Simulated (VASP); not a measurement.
A run of VASP 6.6.1 is set up as follows.

The input POSCAR:

```
Al2Cu
1.0
    4.1051820000      0.0000000000      0.0000000000
    0.0000000000      4.1051820000      0.0000000000
    0.0000000000      0.0000000000      2.8913130000
Al Cu
2 1
Direct
    0.5000000000      0.0000000000      0.5000000000
    0.0000000000      0.5000000000      0.5000000000
    0.0000000000      0.0000000000      0.0000000000
```

File INCAR.step1:

```
SYSTEM = Al2Cu
PREC = Accurate ; ENCUT = 520
ISMEAR = -1 ; SIGMA = 0.3
LREAL = .FALSE. ; LASPH = .TRUE.
NELM = 60 ; NBANDS = 16
GGA = PE ; ALGO = Normal
EDIFF = 1E-4 ; LWAVE = .TRUE.
LCHARG = .FALSE.
```

File INCAR.step2:

```
SYSTEM = Al2Cu
PREC = Accurate ; ENCUT = 520
EDIFF = 1E-6 ; ISMEAR = -1
SIGMA = 0.3 ; LREAL = .FALSE.
LASPH = .TRUE. ; NELM = 60
ALGO = Normal ; ISIF = 2
LWAVE = .FALSE. ; LCHARG = .FALSE.
METAGGA = R2SCAN ; LMIXTAU = .TRUE.
NBANDS = 16 ; ISTART = 1
```

Contents of KPOINTS:

```
regular mesh
0
G
  10 10 14
  0 0 0
```

Potentials or basis: VASP PAW PBE potentials, release 64 (Al, Cu).

Run with:

```console
$ cat potpaw_PBE.64/Al/POTCAR potpaw_PBE.64/Cu/POTCAR > POTCAR
$ cp INCAR.step1 INCAR
$ mpirun -np 1 vasp_std > vasp.out
$ cp INCAR.step2 INCAR
$ mpirun -np 1 vasp_std > vasp.out
```

**Question.** What does it give for the band gap on the k mesh?

**Answer.** Zero (an odd number of electrons rules out a gap without spin polarisation).

**Question.** Estimate the pressure.

**Answer.** -1.8 GPa.

Stress tensor (GPa, compression positive):
```
-1.31  0.00  0.00
 0.00 -1.31  0.00
 0.00  0.00 -2.70
```

Caveat: so wide a smearing shifts energies and pressures; the PAW data sets were made with another functional, which shifts forces and pressure a little.
